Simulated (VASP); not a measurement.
Wanted: the native input for a VASP 6.6.1 run.

| Item | Value |
| --- | --- |
| Task | single point |
| Functional | PBEsol |
| Potentials or basis | VASP PAW PBE potentials, release 64 (Rh_pv) |
| Cutoff | 520 eV |
| k mesh | 12 × 12 × 12 |
| Occupations | gaussian, width 0.15 eV |
| Spin | no spin polarisation |
| Dipole correction | no |
| Further INCAR settings | ALGO = Fast; EDIFF = 1e-06; NBANDS = 70 |

The structure of Rh lies in POSCAR:

```
Rh
1.0
    0.0000000000      3.8031000000     -3.8031000000
    3.8031000000      3.8031000000      0.0000000000
    3.8031000000      0.0000000000     -3.8031000000
Rh
8
Direct
    0.5000000000      0.0000000000      0.5000000000
    0.5000000000      0.5000000000      0.5000000000
    0.0000000000      0.0000000000      0.5000000000
    0.0000000000      0.5000000000      0.5000000000
    0.5000000000      0.0000000000      0.0000000000
    0.5000000000      0.5000000000      0.0000000000
    0.0000000000      0.0000000000      0.0000000000
    0.0000000000      0.5000000000      0.0000000000
```

The input as run:

INCAR

```
PREC = Accurate ; ENCUT = 520
EDIFF = 1E-6 ; ISMEAR = 0
SIGMA = 0.15 ; LREAL = F
LASPH = T ; NELM = 100
ALGO = Fast ; ISIF = 2
LWAVE = F ; LCHARG = T
GGA = PS ; LELF = T
LVHAR = T ; NBANDS = 70
```

KPOINTS

```
Automatic mesh
0
Gamma
  12 12 12
```

Potentials or basis: VASP PAW PBE potentials, release 64 (Rh_pv).

Command:

```console
$ cat potpaw_PBE.64/Rh_pv/POTCAR > POTCAR
$ mpirun -np 1 vasp_std > vasp.out
```

It gave:

The pressure is -5.1 GPa and the band gap on the k mesh is zero (bands 60 and 61 overlap by 1.76 eV).

Caveat: the cell stands under tension; the PAW data sets were made with another functional, which shifts forces and pressure a little.

It took 6.1 min on 1 thread of Intel(R) Xeon(R) Platinum 8488C (Sapphire Rapids) (shared host), peak memory 0.49 GiB.
